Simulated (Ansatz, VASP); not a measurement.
**One calculation of InAg2, two programs**

File INCAR:

```
PREC = Accurate
ENCUT = 600
EDIFF = 1E-6
ISMEAR = 0
SIGMA = 0.1
LREAL = False
LASPH = True
NELM = 100
ALGO = Normal
ISIF = 3
LWAVE = False
LCHARG = False
GGA = PE
IBRION = 2
NSW = 90
EDIFFG = -0.04
```

File KPOINTS:

```
Automatic mesh
0
Gamma
  6 6 4
```

Contents of POSCAR:

```
InAg2
1.0
    3.9893887906      0.0000000000      0.0000000000
   -1.9946943953      3.4549120382      0.0000000000
    0.0000000000      0.0000000000      4.3074795912
In Ag
1 2
Direct
    0.0000000000      0.0000000000      0.0000000000
    0.3333333333      0.6666666667      0.5000000000
    0.6666666667      0.3333333333      0.5000000000
```

Input for Ansatz:

```yaml
crystal:
  lattice:
    - [3.9893887906, 0.0, 0.0]
    - [-1.9946943953, 3.4549120382, 0.0]
    - [0.0, 0.0, 4.3074795912]
  atoms:
    - { symbol: In, position: [0.0, 0.0, 0.0] }
    - { symbol: Ag, position: [0.3333333333, 0.6666666667, 0.5] }
    - { symbol: Ag, position: [0.6666666667, 0.3333333333, 0.5] }
basis:
  ecutwfc: 420
kpoints:
  mp_grid: { grid: [6, 6, 4] }
hamiltonian:
  xc: pbe
scf:
  occupations: { method: gaussian, width: 0.1 }
  lower_state_search: "off"
output:
  forces: true
  stress: true
  eigenvalues: true
relax:
  adjacent_minimum: "off"
  f_tol: 0.04
  max_steps: 70
  cell: { stress_tol: 0.4 }
```

Alike in both runs: task relaxation of cell and atoms; functional PBE; k mesh 6 × 6 × 4; occupations gaussian, width 0.1 eV; no spin polarisation.

```csv
,VASP,Ansatz
version,VASP 6.6.1,Ansatz 0.2.0
potentials or method,"VASP PAW PBE potentials, release 64 (In_d, Ag), cutoff 600 eV","scalar-relativistic, plane waves, PAW"
valence electrons in the cell,35,51
```

```csv
,VASP,Ansatz,Ansatz less VASP
"gap on the k mesh at the Fermi level, each at its own relaxed structure (eV)",none,none,-
relaxed volume (Å³/atom),20.27,20.35,+0.079
relaxed cell length with the largest relative difference (Å),4.859,4.872,+0.0132
```

A gap of «none» marks a metal or a gap that the smearing closes. VASP's potentials hold 35 valence electrons a cell and Ansatz's 51, so a difference there can come from the potentials and not from the codes.

The k mesh is coarse, so the values compare programs but aren't converged.
